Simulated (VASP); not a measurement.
## Mo: single point with PBE

Crystal: Mo.

```xyz
1
Lattice="-1.5643 1.5643 1.5643 1.5643 -1.5643 1.5643 1.5643 1.5643 -1.5643" Properties=species:S:1:pos:R:3 pbc="T T T"
Mo    0.0000    0.0000    0.0000
```

This cell differs from its parent crystal: volume scaled by 0.97.

| Property | Result |
| --- | --- |
| Program | VASP 6.6.1 |
| Task | single point |
| Functional | PBE |
| Potentials or basis | VASP PAW PBE potentials, release 64 (Mo_sv) |
| Cutoff | 520 eV |
| k mesh | 18 × 18 × 18 |
| Occupations | gaussian, width 0.1 eV |
| Spin | no spin polarisation |

The pressure is 9.0 GPa and the band gap on the k mesh is zero (band 7 reaches 17.03 eV, above the bottom of band 8 at 11.53 eV).

Levels at points of the mesh, in eV from the Fermi level:
```tsv
k point	band 5	band 6	band 7	band 8	band 9	band 10
(0.00, 0.00, 0.00)	-7.33	-1.43	-1.43	-1.43	1.67	1.67
(0.50, 0.00, 0.00)	-5.48	-3.53	1.68	1.71	2.36	4.87
(0.50, 0.50, 0.50)	-5.63	-5.63	4.07	4.07	4.07	9.20
```

It took 16 s on 1 thread of Intel(R) Xeon(R) Platinum 8488C (Sapphire Rapids) (shared host), peak memory 0.15 GiB.
